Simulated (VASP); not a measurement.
Here is a VASP 6.6.1 calculation.

Contents of POSCAR:

```
MgS
1.0
   -0.0341592472      2.7967175918      2.7967175918
    2.7967175918     -0.0341592472      2.7967175918
    2.7967175918      2.7967175918     -0.0341592472
Mg S
1 1
Direct
   -0.0011961559     -0.0011961559     -0.0011961559
    0.2511961559      0.2511961559      0.2511961559
```

The input INCAR.step1:

```
SYSTEM = MgS
PREC = Accurate ; ENCUT = 520
EDIFF = 1E-5 ; ISMEAR = 0
SIGMA = 0.01 ; LREAL = .FALSE.
LASPH = .TRUE. ; NELM = 100
ALGO = Normal ; ISIF = 2
LWAVE = .TRUE. ; GGA = PE
NBANDS = 11
```

The input INCAR.step2:

```
SYSTEM = MgS
PREC = Accurate ; ENCUT = 520
EDIFF = 1E-7 ; ISMEAR = 0
SIGMA = 0.01 ; LREAL = .FALSE.
LASPH = .TRUE. ; NELM = 100
ALGO = Normal ; ISIF = 2
LWAVE = .FALSE. ; LCHARG = .TRUE.
GGA = PE ; LHFCALC = .TRUE.
HFSCREEN = 0.2079 ; PRECFOCK = Normal
LELF = .TRUE. ; LVHAR = .TRUE.
ISTART = 1 ; NBANDS = 11
```

The input KPOINTS:

```
Automatic mesh
0
G
  6 6 6
  0 0 0
```

Potentials or basis: VASP PAW PBE potentials, release 64 (Mg, S).

Command:

```bash
$ cat potpaw_PBE.64/Mg/POTCAR potpaw_PBE.64/S/POTCAR > POTCAR
$ cp INCAR.step1 INCAR
$ mpirun -np 1 vasp_std > vasp.out
$ cp INCAR.step2 INCAR
$ mpirun -np 1 vasp_std > vasp.out
```

Predict the pressure.

1.0 GPa.

Predict the band gap on the k mesh.

4.53 eV.

Stress tensor (GPa, compression positive):
```
0.98 0.38 0.38
0.38 0.98 0.38
0.38 0.38 0.98
```

Caveat: the cell differs from its parent crystal (strain along [111] -1.8%); the PAW data sets were made with another functional, which shifts forces and pressure a little. A k mesh can miss the band edges.
